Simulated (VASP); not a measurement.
# VN: single point with PBEsol

VN, a slab with vacuum:

```
CELL_PARAMETERS angstrom
2.87993 0.00000 0.00000
0.00000 2.87993 0.00000
0.00000 0.00000 25.18210
ATOMIC_POSITIONS crystal
V 0.50000 0.50000 0.30238
V 0.00000 0.00000 0.37489
V 0.50000 0.50000 0.46301
V 0.00000 0.00000 0.53699
V 0.50000 0.50000 0.62511
V 0.00000 0.00000 0.69762
N 0.00000 0.00000 0.29168
N 0.50000 0.50000 0.37836
N 0.00000 0.00000 0.45746
N 0.50000 0.50000 0.54254
N 0.00000 0.00000 0.62164
N 0.50000 0.50000 0.70832
```

* Program: VASP 6.6.1
* Task: single point
* Functional: PBEsol
* Potentials or basis: VASP PAW PBE potentials, release 64 (V_sv, N)
* Cutoff: 520 eV
* k mesh: 12 × 12 × 1
* Occupations: gaussian, width 0.1 eV
* Spin: no spin polarisation

* Largest force: 0.070 eV/Å
* Band gap on the k mesh: zero (bands 54 and 55 overlap by 1.82 eV)

Forces on the atoms (eV/Å):
```
V    0.000  0.000 -0.070
V    0.000  0.000  0.028
V    0.000  0.000 -0.025
V    0.000  0.000  0.025
V    0.000  0.000 -0.028
V    0.000  0.000  0.070
N    0.000  0.000 -0.014
N    0.000  0.000  0.020
N    0.000  0.000 -0.009
N    0.000  0.000  0.009
N    0.000  0.000 -0.020
N    0.000  0.000  0.014
```

Levels at points of the mesh, in eV from the Fermi level:
| k point | band 52 | band 53 | band 54 | band 55 | band 56 | band 57 |
| --- | --- | --- | --- | --- | --- | --- |
| (0.00, 0.00, 0.00) | -2.22 | -1.75 | -1.54 | -1.29 | -1.29 | -0.43 |
| (0.50, 0.00, 0.00) | 0.28 | 0.53 | 0.53 | 0.67 | 0.67 | 0.74 |
| (0.50, 0.50, 0.00) | -2.03 | -1.04 | -1.04 | 0.74 | 0.74 | 1.36 |

Wall time 36 min on 1 thread of Intel Xeon 8259CL (shared host), peak memory 0.45 GiB.

Caveat: the PAW data sets were made with another functional, which shifts forces and pressure a little; the run has no spin polarisation, though such a crystal can be magnetic. With open d or f shells a metallic result of PBEsol can be an artefact of self-interaction; +U or a hybrid may open a gap.
